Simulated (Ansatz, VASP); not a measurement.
# In3Se in VASP and in Ansatz

```xyz
4
Lattice="4.8038 0.0000 0.0000 0.0000 4.8038 0.0000 0.0000 0.0000 4.8038" Properties=species:S:1:pos:R:3 pbc="T T T"
In    0.0000    2.4019    2.4019
In    2.4019    0.0000    2.4019
In    2.4019    2.4019    0.0000
Se    0.0000    0.0000    0.0000
```

Alike in both runs: task single point; functional PBEsol; k mesh 10 × 10 × 10; occupations fermi-dirac, width 0.1 eV; no spin polarisation.

|  | VASP | Ansatz |
| --- | --- | --- |
| version | VASP 6.6.1 | Ansatz 0.2.0 |
| potentials or method | VASP PAW PBE potentials, release 64 (In_d, Se), cutoff 520 eV | scalar-relativistic, plane waves, PAW |
| valence electrons in the cell | 45 | 55 |

```csv
,VASP,Ansatz,Ansatz less VASP
gap on the k mesh at the Fermi level (eV),none,none,-
pressure (GPa),-3.0,-3.0,+0.02
```

VASP's potentials were made for PBE, not for PBEsol. A gap of «none» marks a metal or a gap that the smearing closes. With one functional, cell and mesh, what is left measures potentials, basis and numerics. VASP's potentials hold 45 valence electrons a cell and Ansatz's 55, so a difference there can come from the potentials and not from the codes.
